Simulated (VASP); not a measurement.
# WC (P-6m2) in VASP: a series of runs, part 2 of 2

VASP 6.6.1. The steps go on from the part before.

### Step 4. Single point, PBEsol

The input, INCAR:

```
PREC     = Accurate       # precision mode
ENCUT    = 520            # plane-wave cutoff, eV
EDIFF    = 1E-7           # SCF threshold, eV
ISMEAR   = -1             # smearing method
SIGMA    = 0.15           # smearing width, eV
LREAL    = F              # projectors in reciprocal space
LASPH    = T              # aspherical terms in the spheres
NELM     = 100            # most SCF steps
ALGO     = Normal         # electronic algorithm
ISIF     = 2              # what is computed and relaxed
LWAVE    = F              # write WAVECAR
LCHARG   = F              # write CHGCAR
GGA      = PS             # functional
NBANDS   = 16             # bands
```

The input, KPOINTS:

```
Automatic mesh
0
Gamma
  18 18 14
```

The input, POSCAR:

```
WC
1.0
    2.8993973064      0.0000000000      0.0000000000
   -1.4496986532      2.5109517230      0.0000000000
    0.0000000000      0.0000000000      2.8265238297
W C
1 1
Direct
    0.0000000000      0.0000000000      0.0000000000
    0.6666666667      0.3333333333      0.5000000000
```

Potentials or basis: VASP PAW PBE potentials, release 64 (W_sv, C).

The run is started by

```sh
$ cat potpaw_PBE.64/W_sv/POTCAR potpaw_PBE.64/C/POTCAR > POTCAR
$ mpirun -np 1 vasp_std > vasp.out
```

OUTCAR:

```text
PREC = Accurate
   ENCUT = 520
   EDIFF = 1E-7
   ISMEAR = -1
   LREAL = F
   LASPH = T
   NELM = 100
   ISIF = 2
   GGA = PS

 ion  position               nearest neighbor table
   1  0.000  0.000  0.000-   2 2.19   2 2.19   2 2.19   2 2.19   2 2.19   2 2.19
   2  0.667  0.333  0.500-   1 2.19   1 2.19   1 2.19   1 2.19   1 2.19   1 2.19

  LATTYP: Found a hexagonal cell.
 ALAT       =     2.8993973064
 C/A-ratio  =     0.9748659914

  Lattice vectors:

 A1 = (   2.8993973064,   0.0000000000,   0.0000000000)
 A2 = (  -1.4496986532,   2.5109517230,   0.0000000000)
 A3 = (   0.0000000000,   0.0000000000,   2.8265238297)

Analysis of symmetry for initial positions (statically):
=====================================================================
 Subroutine PRICEL returns:
 Original cell was already a primitive cell.

 Routine SETGRP: Setting up the symmetry group for a
 hexagonal supercell.

 Subroutine GETGRP returns: Found 12 space group operations
 (whereof 12 operations were pure point group operations)
 out of a pool of 24 trial point group operations.

The static configuration has the point symmetry D_3h.

Analysis of symmetry for dynamics (positions and initial velocities):
=====================================================================
 Subroutine PRICEL returns:
 Original cell was already a primitive cell.

 Routine SETGRP: Setting up the symmetry group for a
 hexagonal supercell.

 Subroutine GETGRP returns: Found 12 space group operations
 (whereof 12 operations were pure point group operations)
 out of a pool of 24 trial point group operations.

The dynamic configuration has the point symmetry D_3h.

 Subroutine INISYM returns: Found 12 space group operations
 (whereof 12 operations are pure point group operations),
 and found     1 'primitive' translations

----------------------------------------------------------------------------------------

                                     Primitive cell

  volume of cell :      20.5778

  direct lattice vectors                    reciprocal lattice vectors
     2.899397306  0.000000000  0.000000000     0.344899265  0.199127684  0.000000000
    -1.449698653  2.510951723  0.000000000     0.000000000  0.398255367  0.000000000
     0.000000000  0.000000000  2.826523830     0.000000000  0.000000000  0.353791463

  length of vectors
     2.899397306  2.899397306  2.826523830     0.398255367  0.398255367  0.353791463

  position of ions in fractional coordinates (direct lattice)
     0.000000000  0.000000000  0.000000000
     0.666666667  0.333333333  0.500000000

  ion indices of the primitive-cell ions
   primitive index   ion index
                 1           1
                 2           2

----------------------------------------------------------------------------------------

 KPOINTS: Automatic mesh

Automatic generation of k-mesh.
 Grid dimensions read from file:
 generate k-points for:   18   18   14

 Generating k-lattice:

  Cartesian coordinates                     Fractional coordinates (reciprocal lattice)
     0.019161070  0.011062649  0.000000000     0.055555556  0.000000000  0.000000000
     0.000000000  0.022125298  0.000000000     0.000000000  0.055555556  0.000000000
     0.000000000  0.000000000  0.025270819     0.000000000  0.000000000  0.071428571

  Length of vectors
     0.022125298  0.022125298  0.025270819

  Shift w.r.t. Gamma in fractional coordinates (k-lattice)
     0.000000000  0.000000000  0.000000000

 Subroutine IBZKPT returns following result:
 ===========================================

 Found    296 irreducible k-points:

 Following reciprocal coordinates:
            Coordinates               Weight
  0.000000  0.000000  0.000000      1.000000
  0.055556  0.000000  0.000000      6.000000
  0.111111  0.000000  0.000000      6.000000
  0.166667 -0.000000  0.000000      6.000000
  0.222222  0.000000  0.000000      6.000000
  0.277778  0.000000  0.000000      6.000000
[... 16 lines left out ...]
  0.333333  0.111111  0.000000     12.000000
  0.388889  0.111111  0.000000     12.000000
 [... further k-points ...]
   k-points           NKPTS =    296   k-points in BZ     NKDIM =    296   number of bands    NBANDS=     16
   number of dos      NEDOS =    301   number of ions     NIONS =      2
   total plane-waves  NPLWV =  13824
   dimension x,y,z NGX =    24 NGY =   24 NGZ =   24
   dimension x,y,z NGXF=    48 NGYF=   48 NGZF=   48
   ions per type =               1   1
   NGX,Y,Z   is equivalent  to a cutoff of  13.76, 13.76, 14.12 a.u.
   NGXF,Y,Z  is equivalent  to a cutoff of  27.52, 27.52, 28.23 a.u.
 SYSTEM =  unknown system
   PREC   = accura    normal or accurate (medium, high low for compatibility)
   ISTART =      0    job   : 0-new  1-cont  2-samecut
   ICHARG =      2    charge: 1-file 2-atom 10-const
   ISPIN  =      1    spin polarized calculation?
   LNONCOLLINEAR =      F non collinear calculations
   LSORBIT =      F    spin-orbit coupling
   LASPH  =      T    aspherical Exc in radial PAW
   ENCUT  =  520.0 eV  38.22 Ry    6.18 a.u.   5.39  5.39  5.26*2*pi/ulx,y,z
   NELM   =    100;   NELMIN=  2; NELMDL= -5     # of ELM steps
   EDIFF  = 0.1E-06   stopping-criterion for ELM
   LREAL  =      F    real-space projection
   EDIFFG = 0.1E-05   stopping-criterion for IOM
   NSW    =      0    number of steps for IOM
   IBRION =     -1    ionic relax: 0-MD 1-quasi-New 2-CG
   NFREE  =      0    steps in history (QN), initial steepest desc. (CG)
   ISIF   =      2    stress and relaxation
   ISYM   =      2    0-nonsym 1-usesym 2-fastsym
   POTIM  = 0.5000    time-step for ionic-motion
   TEBEG  =    0.0;   TEEND  =   0.0 temperature during run
   PSTRESS=    0.0 pullay stress
   NELECT =      18.0000    total number of electrons
   NUPDOWN=      -1.0000    fix difference up-down
   EMIN   =  10.00;   EMAX   =-10.00  energy-range for DOS
   EFERMI =   0.00;   METHOD = LEGACY
   ISMEAR =    -1;   SIGMA  =   0.15  broadening in eV -4-tet -1-fermi 0-gaus
   EFERMI_NEDOS =   21; number of points for ismear=-14 and -15
   IALGO  =     38    algorithm
   IMIX   =      4    mixing-type and parameters
     AMIX     =   0.40;   BMIX     =  1.00
     AMIX_MAG =   1.60;   BMIX_MAG =  1.00
  volume/ion in A,a.u.               =      10.29        69.43
  Fermi-wavevector in a.u.,A,eV,Ry     =   1.565667  2.958682 33.352143  2.451313
  Thomas-Fermi vector in A             =   2.668109
   LORBIT       =      0    0 simple, 1 ext, 2 COOP (PROOUT), +10 PAW based schemes
   GGA     = PS    functional components
   LHFCALC =     F    Hartree Fock is set to
   AEXX    =    0.0000 exact exchange contribution
   IVDW    =     0    specifies the selected vdW correction
   LEPSILON=     F    determine dielectric tensor
   LRPA    =     F    only Hartree local field effects (RPA)
 non-spin polarized calculation
  energy-cutoff  :      520.00
  volume of cell :       20.58
 maximum number of plane-waves:       575
 NGX is ok and might be reduce to    24
   NGX = 11   NGY = 11   NGZ = 11

 number of electron      18.0000001 magnetization

 Free energy of the ion-electron system (eV)
  ---------------------------------------------------
  ext. energy  EPLUGINS =         0.00000000
  ---------------------------------------------------
  free energy    TOTEN  =       -23.91106253 eV

  energy without entropy =      -23.88763864  energy(sigma->0) =      -23.89935059

 E-fermi :  11.0931     XC(G=0): -13.9742

 val. band max:       11.0918892378   @ k =   0.4444   0.0556   0.4286
 cond. band min:      11.1578534707   @ k =   0.0000   0.0000   0.0714
 fundamental gap:      0.0659642329
 Fermi energy:        11.0931216041

 k-point     1 :       0.0000    0.0000    0.0000
  band No.  band energies     occupation
      1     -62.8585      2.00000
      2     -26.8453      2.00000
      3     -26.7401      2.00000
      4     -26.7401      2.00000
      5      -3.4414      2.00000
      6       6.6767      2.00000
[... 8 lines left out ...]
     15      25.4467      0.00000
     16      27.8255      0.00000
[... 419 lines left out ...]
 k-point    24 :       0.3889    0.1111    0.0000
  band No.  band energies     occupation
      1     -62.7976      2.00000
      2     -27.5298      2.00000
      3     -26.9943      2.00000
      4     -26.7296      2.00000
      5      -0.0070      2.00000
      6       4.1301      2.00000
[... 8 lines left out ...]
     15      24.9256      0.00000
     16      28.6442      0.00000

 [... further k-points ...]

------------------------ aborting loop because EDIFF is reached ----------------------------------------

  FORCE on cell =-STRESS in cart. coord.  units (eV):
  Direction    XX          YY          ZZ          XY          YZ          ZX
  --------------------------------------------------------------------------------------
  -------------------------------------------------------------------------------------
  Total        0.1515990      0.1515990      0.1956429     -0.0000000      0.0000000      0.0000000
  in kB       11.8034303     11.8034303     15.2326650     -0.0000000      0.0000000      0.0000000
  external PRESSURE =      12.9465086 kB  Pullay stress =       0.0000000 kB

 VOLUME and BASIS-vectors are now :
 -----------------------------------------------------------------------------
  energy-cutoff  :      520.00
  volume of cell :       20.58
      direct lattice vectors                 reciprocal lattice vectors
     2.899397306  0.000000000  0.000000000     0.344899265  0.199127684  0.000000000
    -1.449698653  2.510951723  0.000000000     0.000000000  0.398255367  0.000000000
     0.000000000  0.000000000  2.826523830     0.000000000  0.000000000  0.353791463

 POSITION                                       TOTAL-FORCE (eV/Angst)
 -----------------------------------------------------------------------------------
      0.00000      0.00000      0.00000        -0.000000      0.000000      0.000000
      1.44970      0.83698      1.41326         0.000000      0.000000      0.000000
 -----------------------------------------------------------------------------------
    total drift:                                0.000000     -0.000000      0.000000

  FREE ENERGIE OF THE ION-ELECTRON SYSTEM (eV)
  ---------------------------------------------------
  free  energy   TOTEN  =       -23.9110625314 eV

  energy  without entropy=      -23.8876386420  energy(sigma->0) =      -23.89935059
```

It took 28 s on 1 thread of Intel Xeon 6975P-C (Granite Rapids), shared host; peak memory 0.21 GiB.

Results:

```
Free energy            : -23.9111 eV
Pressure               : 1.3 GPa
Band gap on the k mesh : zero (bands 9 and 10 overlap by 1.23 eV)
```

Caveat: the PAW data sets were made with another functional, which shifts forces and pressure a little; spin-orbit coupling is left out, which moves the levels of the heavy elements.

### Step 5. Relaxation of cell and atoms, PBEsol

The input, INCAR:

```
  PREC = Accurate
  ENCUT = 600
  EDIFF = 1E-6
  ISMEAR = -1
  SIGMA = 0.15
  LREAL = False
  LASPH = True
  NELM = 100
  ALGO = Normal
  ISIF = 3
  LWAVE = False
  LCHARG = False
  GGA = PS
  IBRION = 2
  NSW = 80
  EDIFFG = -0.001
```

The input, KPOINTS:

```
regular mesh
0
Gamma
  18 18 14
```

The input, POSCAR:

```
WC
1.0
    2.8984102022      0.0000000000      0.0000000000
   -1.4492051011      2.5100968657      0.0000000000
    0.0000000000      0.0000000000      2.8277797164
W C
1 1
Direct
    0.0000000000      0.0000000000      0.0000000000
    0.6666666667      0.3333333333      0.5000000000
```

Potentials or basis: VASP PAW PBE potentials, release 64 (W_sv, C).

The run is started by

```sh
$ cat potpaw_PBE.64/W_sv/POTCAR potpaw_PBE.64/C/POTCAR > POTCAR
$ mpirun -np 1 vasp_std > vasp.out
```

OUTCAR:

```text
PREC = Accurate
   ENCUT = 600
   EDIFF = 1E-6
   ISMEAR = -1
   LREAL = False
   LASPH = True
   NELM = 100
   ISIF = 3
   GGA = PS
   IBRION = 2
   NSW = 80
   EDIFFG = -0.001

 ion  position               nearest neighbor table
   1  0.000  0.000  0.000-   2 2.19   2 2.19   2 2.19   2 2.19   2 2.19   2 2.19
   2  0.667  0.333  0.500-   1 2.19   1 2.19   1 2.19   1 2.19   1 2.19   1 2.19

  LATTYP: Found a hexagonal cell.
 ALAT       =     2.8984102022
 C/A-ratio  =     0.9756313010

  Lattice vectors:

 A1 = (   2.8984102022,   0.0000000000,   0.0000000000)
 A2 = (  -1.4492051011,   2.5100968657,   0.0000000000)
 A3 = (   0.0000000000,   0.0000000000,   2.8277797164)

Analysis of symmetry for initial positions (statically):
=====================================================================
 Subroutine PRICEL returns:
 Original cell was already a primitive cell.
[... 378 lines left out ...]
      7       7.6517      2.00000
      8       7.6517      2.00000
      9      11.1362      0.72005
     10      14.2661      0.00000
     11      14.2661      0.00000
     12      16.6993      0.00000
     13      16.6993      0.00000
[... 354 lines left out ...]
  band No.  band energies     occupation
      1     -62.8481      2.00000
      2     -27.5719      2.00000
      3     -27.0420      2.00000
      4     -26.7808      2.00000
      5      -0.0374      2.00000
      6       4.1019      2.00000
      7       7.3636      2.00000
      8       7.4889      2.00000
      9      10.5251      1.94130
     10      12.8409      0.00001
     11      14.6027      0.00000
     12      15.8654      0.00000
     13      18.5992      0.00000

 [... further k-points ...]

------------------------ aborting loop because EDIFF is reached ----------------------------------------

  FORCE on cell =-STRESS in cart. coord.  units (eV):
  Direction    XX          YY          ZZ          XY          YZ          ZX
  --------------------------------------------------------------------------------------
  -------------------------------------------------------------------------------------
  Total        0.0000675      0.0000675     -0.0009101      0.0000000      0.0000000      0.0000000
  in kB        0.0052428      0.0052428     -0.0706512      0.0000000      0.0000000      0.0000000
  external PRESSURE =      -0.0200552 kB  Pullay stress =       0.0000000 kB
[... 17 lines left out ...]
  FREE ENERGIE OF THE ION-ELECTRON SYSTEM (eV)
  ---------------------------------------------------
  free  energy   TOTEN  =       -23.9119847479 eV

  energy  without entropy=      -23.8885103426  energy(sigma->0) =      -23.90024755

 reached required accuracy - stopping structural energy minimisation
```

OSZICAR:

```text
N       E                     dE             d eps       ncg     rms          rms(c)
DAV:   1     0.119328998779E+03    0.11933E+03   -0.10655E+04  7717   0.170E+03
DAV:   2    -0.225398350617E+02   -0.14187E+03   -0.13816E+03  8841   0.408E+02
DAV:   3    -0.267720980912E+02   -0.42323E+01   -0.41952E+01  9465   0.638E+01
[... 97 lines left out ...]
  16 F= -.23911984E+02 E0= -.23900254E+02  d E =-.182441E-06
       N       E                     dE             d eps       ncg     rms          rms(c)
DAV:   1    -0.239119879912E+02   -0.36897E-05   -0.10501E-04  7756   0.129E-01    0.154E-02
DAV:   2    -0.239119855998E+02    0.23914E-05   -0.49261E-06  7907   0.256E-02    0.524E-03
DAV:   3    -0.239119847479E+02    0.85185E-06   -0.16256E-06  5378   0.123E-02
  17 F= -.23911985E+02 E0= -.23900248E+02  d E =-.428620E-06
```

Run time: 2.4 min. Hardware: 1 thread of Intel Xeon 6975P-C (Granite Rapids), shared host; peak memory 0.23 GiB.

What came out:

```
Free energy                           : -23.9120 eV
Relaxed volume                        : 10.32 Å³/atom
Relaxed cell                          : a = 2.902 Å, b = 2.902 Å, c = 2.830 Å, α = 90.00°, β = 90.00°, γ = 120.00°
Space group after relaxing (to 0.1 Å) : P-6m2 (No. 187)
Energy gained by relaxing             : 0.1 meV/atom
Ionic steps                           : 17
Pressure after relaxing               : 0.0 GPa
Band gap on the k mesh                : zero (bands 9 and 10 overlap by 1.23 eV)
```

The path:
| step | energy change (eV) | largest force (eV/Å) | pressure (GPa) | volume (Å³) |
| --- | --- | --- | --- | --- |
| 1 | 0.0000 | 0.0000 | 1.28 | 20.57 |
| 2 | 0.0017 | 0.0000 | -3.50 | 20.82 |
| 3 | -0.0003 | 0.0000 | -0.01 | 20.64 |
| 4 | -0.0003 | 0.0000 | 0.00 | 20.64 |
| 5 | 0.0002 | 0.0000 | -1.77 | 20.73 |
| 6 | -0.0003 | 0.0000 | -0.08 | 20.64 |
| 7 | -0.0003 | 0.0000 | 0.22 | 20.63 |
| 8 | -0.0003 | 0.0000 | 0.05 | 20.64 |
| 9 | -0.0003 | 0.0000 | 0.05 | 20.64 |
| 10 | -0.0003 | 0.0000 | 0.05 | 20.64 |
| 11 | -0.0003 | 0.0000 | -0.05 | 20.64 |
| 12 | -0.0003 | 0.0000 | -0.06 | 20.64 |
| 13 | -0.0003 | 0.0000 | -0.05 | 20.64 |
| 14 | -0.0003 | 0.0000 | -0.02 | 20.64 |
| 15 | -0.0003 | 0.0000 | 0.01 | 20.64 |
| 16 | -0.0003 | 0.0000 | 0.01 | 20.64 |
| 17 | -0.0003 | 0.0000 | 0.00 | 20.64 |

Final structure:
```
W C
1.0
     2.90212    0.00000    0.00000
    -1.45106    2.51331    0.00000
     0.00000    0.00000    2.82961
W C
1 1
Direct
  0.00000 0.00000 0.00000
  0.66667 0.33333 0.50000
```

Caveat: the PAW data sets were made with another functional, which shifts forces and pressure a little; spin-orbit coupling is left out, which moves the levels of the heavy elements. Zero-point motion and thermal expansion aren't in these numbers.

### Step 6. Overview

```tsv
task	cell	cutoff (eV)	smearing	gap on the mesh (eV)	pressure (GPa)	relaxed volume (Å³/atom)
single point	a = 2.898, b = 2.898, c = 2.828 Å, angles 90.0, 90.0, 120.0°, 2 atoms	520	gaussian 0.1 eV	none	1.3	-
relaxation of cell and atoms	relaxed from a = 2.906, b = 2.907, c = 2.837 Å, angles 90.0, 90.0, 120.0°, 2 atoms	600	gaussian 0.1 eV	none	0.0	10.32
single point	a = 2.899, b = 2.899, c = 2.827 Å, angles 90.0, 90.0, 120.0°, 2 atoms	520	fermi-dirac 0.15 eV	none	1.3	-
relaxation of cell and atoms	relaxed from a = 2.898, b = 2.898, c = 2.828 Å, angles 90.0, 90.0, 120.0°, 2 atoms	600	fermi-dirac 0.15 eV	none	0.0	10.32
```

Alike in all rows: level PBEsol; potentials or basis VASP PAW PBE potentials, release 64 (W_sv, C); no spin polarisation; k mesh 18 × 18 × 14.

Caveats: the PAW data sets were made with another functional, which shifts forces and pressure a little; spin-orbit coupling is left out, which moves the levels of the heavy elements.

Absolute energies hang on the potentials; compare differences alone.
